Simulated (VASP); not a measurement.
The system is SiC.

```
CELL_PARAMETERS angstrom
3.92370 0.00000 0.00000
-1.96185 3.39802 0.00000
0.00000 0.00000 3.45637
ATOMIC_POSITIONS crystal
Si 0.33333 0.66667 0.50000
Si 0.66667 0.33333 0.50000
C 0.33333 0.66667 0.00000
C 0.66667 0.33333 0.00000
```

| Item | Value |
| --- | --- |
| Program | VASP 6.6.1 |
| Task | relaxation of cell and atoms |
| Functional | PBE |
| Potentials or basis | VASP PAW PBE potentials, release 64 (Si, C) |
| Cutoff | 600 eV |
| k mesh | 6 × 6 × 6 |
| Occupations | gaussian, width 0.1 eV |
| Spin | no spin polarisation |

At the start: pressure 44.0 GPa; volume 11.52 Å³/atom.

Q: How do energy, volume and symmetry change on relaxing?

A: Over 8 steps the energy falls by 406.7 meV/atom and the volume is 13.76 Å³/atom (+19.4 %); space group P6/mmm (No. 191, to 0.05 Å).

The path:
```csv
step,energy change (eV),largest force (eV/Å),pressure (GPa),volume (Å³)
1,0.0000,0.0000,44.01,46.08
2,-0.4775,0.0000,-17.93,69.92
3,-1.5792,0.0000,-1.86,57.02
4,-1.5786,0.0000,-2.40,57.25
5,-1.6188,0.0000,-1.79,56.14
6,-1.6239,0.0000,-1.42,55.63
7,-1.6254,0.0000,1.04,54.61
8,-1.6269,0.0000,-0.01,55.03
```

Final structure:
```
Si C
1.0
     3.98878    0.00000    0.00000
    -1.99439    3.45439    0.00000
     0.00000    0.00000    3.99400
Si C
2 2
Direct
  0.33333 0.66667 0.50000
  0.66667 0.33333 0.50000
  0.33333 0.66667 0.00000
  0.66667 0.33333 0.00000
```

Caveat: the volume moved by over 15 % at a fixed basis, so the end points are rough.
